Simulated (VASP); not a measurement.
Input of a VASP 6.6.1 run:

Contents of INCAR:

```
SYSTEM = RbBr
PREC = Accurate ; ENCUT = 600
EDIFF = 1E-7 ; ISMEAR = -1
SIGMA = 0.05 ; LREAL = .FALSE.
LASPH = .TRUE. ; NELM = 60
ALGO = Normal ; ISIF = 3
LWAVE = .FALSE. ; LCHARG = .FALSE.
GGA = PS ; IBRION = 2
NSW = 80 ; EDIFFG = -0.01
PSTRESS = 200.0
```

KPOINTS

```
Automatic mesh
0
G
  7 7 7
  0 0 0
```

The input POSCAR:

```
RbBr
1.0
    0.0000000000      3.4270000000      3.4270000000
    3.4270000000      0.0000000000      3.4270000000
    3.4270000000      3.4270000000      0.0000000000
Rb Br
1 1
Direct
    0.0000000000      0.0000000000      0.0000000000
    0.5000000000      0.5000000000      0.5000000000
```

Potentials or basis: VASP PAW PBE potentials, release 64 (Rb_sv, Br).

The run is started by

```console
$ cat potpaw_PBE.64/Rb_sv/POTCAR potpaw_PBE.64/Br/POTCAR > POTCAR
$ mpirun -np 1 vasp_std > vasp.out
```

(1) What does it give for the band gap on the k mesh?

(2) Estimate the space group after relaxing (to 0.1 Å).

Results:

(1) 4.43 eV (least direct gap 4.47 eV).

(2) Fm-3m (No. 225).

Caveat: the cell is relaxed towards a set pressure, so the run minimises the enthalpy, not the energy; an odd mesh through Γ misses points on the zone boundary, where band edges can lie.
